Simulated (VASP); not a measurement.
# InP in VASP: a series of runs, part 2 of 2

VASP 6.6.1. Earlier steps stand in the parts before.

**3. Single point, PBE**

This run uses another cell than the first one, of the same volume but with other edges.

File INCAR:

```
SYSTEM = InP
  ALGO = Normal
  EDIFF = 1E-6
  ENCUT = 520
  GGA = PE
  ISIF = 2
  ISMEAR = 0
  LASPH = .True.
  LCHARG = .False.
  LREAL = .False.
  LWAVE = .False.
  NBANDS = 16
  NELM = 60
  PREC = Accurate
  SIGMA = 0.1
```

File KPOINTS:

```
k-points
0
Gamma
  14 14 20
  0 0 0
```

File POSCAR:

```
InP
1.0
    3.8891823421      0.0000000000      0.0000000000
    0.0000000000      3.8891823421      0.0000000000
    0.0000000000      0.0000000000      2.8812365457
In P
1 1
Direct
    0.5000000000      0.5000000000      0.5000000000
    0.0000000000      0.0000000000      0.5000000000
```

Potentials or basis: VASP PAW PBE potentials, release 64 (In_d, P).

Command:

```
cat potpaw_PBE.64/In_d/POTCAR potpaw_PBE.64/P/POTCAR > POTCAR
mpirun -np 1 vasp_std > vasp.out
```

OUTCAR:

```text
SYSTEM = InP
   EDIFF = 1E-6
   ENCUT = 520
   GGA = PE
   ISIF = 2
   ISMEAR = 0
   LASPH = .True.
   LREAL = .False.
   NELM = 60
   PREC = Accurate

 ion  position               nearest neighbor table
   1  0.500  0.500  0.500-   2 2.75   2 2.75   2 2.75   2 2.75
   2  0.000  0.000  0.500-   1 2.75   1 2.75   1 2.75   1 2.75

  LATTYP: Found a simple tetragonal cell.
 ALAT       =     3.8891823421
 C/A-ratio  =     0.7408334946

  Lattice vectors:

 A1 = (   3.8891823421,   0.0000000000,   0.0000000000)
 A2 = (   0.0000000000,   3.8891823421,   0.0000000000)
 A3 = (   0.0000000000,   0.0000000000,   2.8812365457)

Analysis of symmetry for initial positions (statically):
=====================================================================
 Subroutine PRICEL returns:
 Original cell was already a primitive cell.

 Routine SETGRP: Setting up the symmetry group for a
 simple tetragonal supercell.

 Subroutine GETGRP returns: Found 16 space group operations
 (whereof 16 operations were pure point group operations)
 out of a pool of 16 trial point group operations.

The static configuration has the point symmetry D_4h.

Analysis of symmetry for dynamics (positions and initial velocities):
=====================================================================
 Subroutine PRICEL returns:
 Original cell was already a primitive cell.

 Routine SETGRP: Setting up the symmetry group for a
 simple tetragonal supercell.

 Subroutine GETGRP returns: Found 16 space group operations
 (whereof 16 operations were pure point group operations)
 out of a pool of 16 trial point group operations.

The dynamic configuration has the point symmetry D_4h.

 Subroutine INISYM returns: Found 16 space group operations
 (whereof 16 operations are pure point group operations),
 and found     1 'primitive' translations

----------------------------------------------------------------------------------------

                                     Primitive cell

  volume of cell :      43.5808

  direct lattice vectors                    reciprocal lattice vectors
     3.889182342  0.000000000  0.000000000     0.257123455  0.000000000  0.000000000
     0.000000000  3.889182342  0.000000000     0.000000000  0.257123455  0.000000000
     0.000000000  0.000000000  2.881236546     0.000000000  0.000000000  0.347073204

  length of vectors
     3.889182342  3.889182342  2.881236546     0.257123455  0.257123455  0.347073204

  position of ions in fractional coordinates (direct lattice)
     0.500000000  0.500000000  0.500000000
     0.000000000  0.000000000  0.500000000

  ion indices of the primitive-cell ions
   primitive index   ion index
                 1           1
                 2           2

----------------------------------------------------------------------------------------

 KPOINTS: k-points

Automatic generation of k-mesh.
 Grid dimensions read from file:
 generate k-points for:   14   14   20

 Generating k-lattice:

  Cartesian coordinates                     Fractional coordinates (reciprocal lattice)
     0.018365961  0.000000000  0.000000000     0.071428571  0.000000000  0.000000000
     0.000000000  0.018365961  0.000000000     0.000000000  0.071428571  0.000000000
     0.000000000  0.000000000  0.017353660     0.000000000  0.000000000  0.050000000

  Length of vectors
     0.018365961  0.018365961  0.017353660

  Shift w.r.t. Gamma in fractional coordinates (k-lattice)
     0.000000000  0.000000000  0.000000000

 Subroutine IBZKPT returns following result:
 ===========================================

 Found    396 irreducible k-points:

 Following reciprocal coordinates:
            Coordinates               Weight
  0.000000  0.000000  0.000000      1.000000
  0.071429  0.000000  0.000000      4.000000
  0.142857  0.000000  0.000000      4.000000
  0.214286  0.000000  0.000000      4.000000
  0.285714  0.000000  0.000000      4.000000
  0.357143  0.000000  0.000000      4.000000
[... 16 lines left out ...]
  0.285714  0.214286  0.000000      8.000000
  0.357143  0.214286  0.000000      8.000000
 [... further k-points ...]
   k-points           NKPTS =    396   k-points in BZ     NKDIM =    396   number of bands    NBANDS=     16
   number of dos      NEDOS =    301   number of ions     NIONS =      2
   total plane-waves  NPLWV =  21600
   dimension x,y,z NGX =    30 NGY =   30 NGZ =   24
   dimension x,y,z NGXF=    60 NGYF=   60 NGZF=   48
   ions per type =               1   1
   NGX,Y,Z   is equivalent  to a cutoff of  12.82, 12.82, 13.85 a.u.
   NGXF,Y,Z  is equivalent  to a cutoff of  25.65, 25.65, 27.70 a.u.
 SYSTEM =  InP
   PREC   = accura    normal or accurate (medium, high low for compatibility)
   ISTART =      0    job   : 0-new  1-cont  2-samecut
   ICHARG =      2    charge: 1-file 2-atom 10-const
   ISPIN  =      1    spin polarized calculation?
   LNONCOLLINEAR =      F non collinear calculations
   LSORBIT =      F    spin-orbit coupling
   LASPH  =      T    aspherical Exc in radial PAW
   ENCUT  =  520.0 eV  38.22 Ry    6.18 a.u.   7.23  7.23  5.36*2*pi/ulx,y,z
   NELM   =     60;   NELMIN=  2; NELMDL= -5     # of ELM steps
   EDIFF  = 0.1E-05   stopping-criterion for ELM
   LREAL  =      F    real-space projection
   EDIFFG = 0.1E-04   stopping-criterion for IOM
   NSW    =      0    number of steps for IOM
   IBRION =     -1    ionic relax: 0-MD 1-quasi-New 2-CG
   NFREE  =      0    steps in history (QN), initial steepest desc. (CG)
   ISIF   =      2    stress and relaxation
   ISYM   =      2    0-nonsym 1-usesym 2-fastsym
   POTIM  = 0.5000    time-step for ionic-motion
   TEBEG  =    0.0;   TEEND  =   0.0 temperature during run
   PSTRESS=    0.0 pullay stress
   NELECT =      18.0000    total number of electrons
   NUPDOWN=      -1.0000    fix difference up-down
   EMIN   =  10.00;   EMAX   =-10.00  energy-range for DOS
   EFERMI =   0.00;   METHOD = LEGACY
   ISMEAR =     0;   SIGMA  =   0.10  broadening in eV -4-tet -1-fermi 0-gaus
   EFERMI_NEDOS =   21; number of points for ismear=-14 and -15
   IALGO  =     38    algorithm
   IMIX   =      4    mixing-type and parameters
     AMIX     =   0.40;   BMIX     =  1.00
     AMIX_MAG =   1.60;   BMIX_MAG =  1.00
  volume/ion in A,a.u.               =      21.79       147.05
  Fermi-wavevector in a.u.,A,eV,Ry     =   1.219178  2.303913 20.223635  1.486395
  Thomas-Fermi vector in A             =   2.354439
   LORBIT       =      0    0 simple, 1 ext, 2 COOP (PROOUT), +10 PAW based schemes
   GGA     = PE    functional components
   LHFCALC =     F    Hartree Fock is set to
   AEXX    =    0.0000 exact exchange contribution
   IVDW    =     0    specifies the selected vdW correction
   LEPSILON=     F    determine dielectric tensor
   LRPA    =     F    only Hartree local field effects (RPA)
 non-spin polarized calculation
 Gauss-broadening in eV      SIGMA  =   0.10
  energy-cutoff  :      520.00
  volume of cell :       43.58
 maximum number of plane-waves:      1200
 NGX is ok and might be reduce to    30

 number of electron      17.9999995 magnetization

 Free energy of the ion-electron system (eV)
  ---------------------------------------------------
  ext. energy  EPLUGINS =         0.00000000
  ---------------------------------------------------
  free energy    TOTEN  =        -7.45325702 eV

  energy without entropy =       -7.44885658  energy(sigma->0) =       -7.45105680

 E-fermi :   6.9938     XC(G=0): -10.2976

 val. band max:        6.9898864046   @ k =   0.4286   0.0000   0.3000
 cond. band min:       7.0005400456   @ k =   0.3571   0.2143   0.2000
 fundamental gap:      0.0106536410
 Fermi energy:         6.9937989626

 k-point     1 :       0.0000    0.0000    0.0000
  band No.  band energies     occupation
      1      -8.0241      2.00000
      2      -7.4431      2.00000
      3      -7.4029      2.00000
      4      -7.1920      2.00000
      5      -7.1920      2.00000
      6      -5.1933      2.00000
[... 8 lines left out ...]
     15      16.9136      0.00000
     16      19.9285      0.00000
[... 419 lines left out ...]
 k-point    24 :       0.3571    0.2143    0.0000
  band No.  band energies     occupation
      1      -7.9694      2.00000
      2      -7.5599      2.00000
      3      -7.3513      2.00000
      4      -7.2057      2.00000
      5      -7.1971      2.00000
      6      -3.9604      2.00000
[... 8 lines left out ...]
     15      18.0021      0.00000
     16      19.9602      0.00000

 [... further k-points ...]
[... 5 lines left out ...]
  --------------------------------------------------------------------------------------
  -------------------------------------------------------------------------------------
  Total       -0.0147522     -0.0147522     -0.0076682      0.0000000     -0.0000000      0.0000000
  in kB       -0.5423417     -0.5423417     -0.2819085      0.0000000     -0.0000000      0.0000000
  external PRESSURE =      -0.4555306 kB  Pullay stress =       0.0000000 kB

 VOLUME and BASIS-vectors are now :
 -----------------------------------------------------------------------------
  energy-cutoff  :      520.00
  volume of cell :       43.58
      direct lattice vectors                 reciprocal lattice vectors
     3.889182342  0.000000000  0.000000000     0.257123455  0.000000000  0.000000000
     0.000000000  3.889182342  0.000000000     0.000000000  0.257123455  0.000000000
     0.000000000  0.000000000  2.881236546     0.000000000  0.000000000  0.347073204

 POSITION                                       TOTAL-FORCE (eV/Angst)
 -----------------------------------------------------------------------------------
      1.94459      1.94459      1.44062         0.000000      0.000000      0.000000
      0.00000      0.00000      1.44062         0.000000      0.000000      0.000000
 -----------------------------------------------------------------------------------
    total drift:                                0.000000      0.000000      0.000000

  FREE ENERGIE OF THE ION-ELECTRON SYSTEM (eV)
  ---------------------------------------------------
  free  energy   TOTEN  =        -7.4532570223 eV

  energy  without entropy=       -7.4488565806  energy(sigma->0) =       -7.45105680
```

OSZICAR:

```text
N       E                     dE             d eps       ncg     rms          rms(c)
DAV:   1     0.105263130114E+03    0.10526E+03   -0.88077E+03 12760   0.135E+03
DAV:   2    -0.123591936601E+01   -0.10650E+03   -0.10219E+03 14064   0.299E+02
DAV:   3    -0.747109622020E+01   -0.62352E+01   -0.61590E+01 16776   0.685E+01
DAV:   4    -0.760494404114E+01   -0.13385E+00   -0.13381E+00 15256   0.107E+01
DAV:   5    -0.761087377438E+01   -0.59297E-02   -0.59296E-02 18952   0.208E+00    0.454E+00
DAV:   6    -0.745764154134E+01    0.15323E+00   -0.26735E-01 17896   0.885E+00    0.256E+00
DAV:   7    -0.745353203330E+01    0.41095E-02   -0.39458E-02 17464   0.178E+00    0.926E-01
DAV:   8    -0.745309571670E+01    0.43632E-03   -0.35730E-03 15632   0.523E-01    0.198E-01
DAV:   9    -0.745324630682E+01   -0.15059E-03   -0.46425E-04 18072   0.192E-01    0.921E-02
DAV:  10    -0.745324835912E+01   -0.20523E-05   -0.28825E-05 16448   0.435E-02    0.450E-02
DAV:  11    -0.745325721032E+01   -0.88512E-05   -0.11201E-05 15496   0.293E-02    0.102E-02
DAV:  12    -0.745325702233E+01    0.18800E-06   -0.88056E-07 12296   0.731E-03
   1 F= -.74532570E+01 E0= -.74510568E+01  d E =-.440044E-02
```

stdout:

```text
POSCAR found type information on POSCAR InP
 POSCAR found :  2 types and       2 ions
 scaLAPACK will be used
 LDA part: xc-table for (Slater+PW92), standard interpolation
 POSCAR, INCAR and KPOINTS ok, starting setup
 FFT: planning ... GRIDC
 FFT: planning ... GRID_SOFT
 FFT: planning ... GRID
 WAVECAR not read
 entering main loop
```

Run time: 1.7 min. Hardware: 1 thread of AMD EPYC 9R45 (Zen 5), shared host; peak memory 0.34 GiB.

What came out:

```yaml
Free_energy: -7.4533 eV
Pressure: 0.0 GPa
Band_gap_on_the_k_mesh: zero (band 9 reaches 8.81 eV, above the bottom of band 10 at 4.55 eV)
```

Caveat: spin-orbit coupling is left out, which moves the levels of the heavy elements.

**4. Relaxation of cell and atoms, PBE**

File INCAR:

```
SYSTEM = InP
PREC     = Accurate       ! precision mode
ENCUT    = 600            ! plane-wave cutoff, eV
EDIFF    = 1E-6           ! SCF threshold, eV
ISMEAR   = 0              ! smearing method
SIGMA    = 0.1            ! smearing width, eV
LREAL    = .False.        ! projectors in reciprocal space
LASPH    = .True.         ! aspherical terms in the spheres
NELM     = 80             ! most SCF steps
ALGO     = Normal         ! electronic algorithm
ISIF     = 3              ! what is computed and relaxed
LWAVE    = .False.        ! write WAVECAR
LCHARG   = .False.        ! write CHGCAR
GGA      = PE             ! functional
IBRION   = 2              ! ionic algorithm
NSW      = 100            ! ionic steps
EDIFFG   = -0.01          ! ionic threshold
```

File KPOINTS:

```
regular mesh
0
Gamma
  14 14 20
  0 0 0
```

File POSCAR:

```
InP
1.0
    3.9752352196      0.0000000000      0.0000000000
    0.0000000000      3.9752352196      0.0000000000
    0.0000000000      0.0000000000      2.7531634021
In P
1 1
Direct
    0.5000000000      0.5000000000      0.5000000000
    0.0000000000      0.0000000000      0.5000000000
```

Command:

```
cat potpaw_PBE.64/In_d/POTCAR potpaw_PBE.64/P/POTCAR > POTCAR
mpirun -np 1 vasp_std > vasp.out
```

Run time: 3.9 min. Hardware: 1 thread of AMD EPYC 9R45 (Zen 5), shared host; peak memory 0.38 GiB.

The run converged. Its results:

```yaml
Free_energy: -7.4533 eV
Relaxed_volume: 21.77 Å³/atom
Relaxed_cell: a = 3.887 Å, b = 3.887 Å, c = 2.881 Å, α = 90.00°, β = 90.00°, γ = 90.00°
Space_group_after_relaxing_to_0.05_Å: P4/mmm (No. 123)
Energy_gained_by_relaxing: 21.7 meV/atom
Ionic_steps: 4
Pressure_after_relaxing: 0.1 GPa
Band_gap_on_the_k_mesh: zero (band 9 reaches 8.82 eV, above the bottom of band 10 at 4.56 eV)
```

Step by step:
| step | energy change (eV) | largest force (eV/Å) | pressure (GPa) | volume (Å³) |
| --- | --- | --- | --- | --- |
| 1 | 0.0000 | 0.0000 | 0.09 | 43.51 |
| 2 | -0.0414 | 0.0000 | -0.05 | 43.54 |
| 3 | -0.0435 | 0.0000 | 0.07 | 43.54 |
| 4 | -0.0435 | 0.0000 | 0.05 | 43.54 |

Final structure:
```
CELL_PARAMETERS angstrom
3.88746 0.00000 0.00000
0.00000 3.88746 0.00000
0.00000 0.00000 2.88105
ATOMIC_POSITIONS crystal
In 0.50000 0.50000 0.50000
P 0.00000 0.00000 0.50000
```

Levels at points of the mesh, in eV from the Fermi level:
```csv
k point,band 7,band 8,band 9,band 10,band 11,band 12
"(0.00, 0.00, 0.00)",-3.32,-2.48,-2.48,3.33,3.78,7.35
"(0.50, 0.00, 0.00)",-7.83,-0.78,1.63,2.22,2.33,3.88
"(0.50, 0.50, 0.00)",-5.45,-5.10,-5.10,4.02,8.37,8.37
"(0.00, 0.00, 0.50)",-5.18,-0.61,-0.61,1.12,1.23,6.66
"(0.50, 0.00, 0.50)",-4.31,-3.73,-1.59,0.80,4.90,5.26
"(0.50, 0.50, 0.50)",-3.39,-2.84,-2.84,-0.90,-0.23,3.52
```

Caveat: spin-orbit coupling is left out, which moves the levels of the heavy elements.

**5. Overview**

| task | cell | k mesh | cutoff (eV) | gap on the mesh (eV) | pressure (GPa) |
| --- | --- | --- | --- | --- | --- |
| single point | a = 3.975, b = 3.975, c = 2.753 Å, 2 atoms | 4 × 4 × 6 | 520 | none | -0.1 |
| single point | a = 3.889, b = 3.889, c = 2.881 Å, 2 atoms | 14 × 14 × 20 | 520 | none | 0.0 |
| relaxation of cell and atoms | relaxed from a = 3.975, b = 3.975, c = 2.753 Å, 2 atoms | 14 × 14 × 20 | 600 | none | 0.1 |

Alike in all rows: level PBE; potentials or basis VASP PAW PBE potentials, release 64 (In_d, P); no spin polarisation; smearing gaussian 0.1 eV.

Caveats: some runs use coarse meshes; spin-orbit coupling is left out, which moves the levels of the heavy elements.

Total energies depend on the potentials used, so only differences within one code and one set of settings carry meaning.
